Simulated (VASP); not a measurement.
# Fe: single point with PBE

The system is Fe.

```
Fe
1.0
    -1.44350    1.44350    1.44350
     1.44350   -1.44350    1.44350
     1.44350    1.44350   -1.44350
Fe
1
Cartesian
  0.0000 0.0000 0.0000
```

| Property | Result |
| --- | --- |
| Program | VASP 6.6.1 |
| Task | single point |
| Functional | PBE |
| Potentials or basis | VASP PAW PBE potentials, release 64 (Fe) |
| Cutoff | 600 eV |
| k mesh | 5 × 5 × 5 |
| Occupations | gaussian, width 0.1 eV |
| Spin | non-collinear spin, typed start, spin-orbit coupling |
| Starting moments | [[0.0, 0.0, 2.2]] μB |

```json
{
  "Pressure": "-11.4 GPa",
  "Net moment": "2.14 μB per cell",
  "Valence electrons inside the program's atomic spheres": "Fe 7.15"
}
```

Moments on the atoms (μB; x, y, z):
```
Fe  0.00 0.00 2.14
```

Wall time 110 s on 1 thread of Intel Xeon 8259CL, with other jobs on the host, peak memory 0.17 GiB.

Caveat: the k points lie up to 0.62 Å⁻¹ apart.
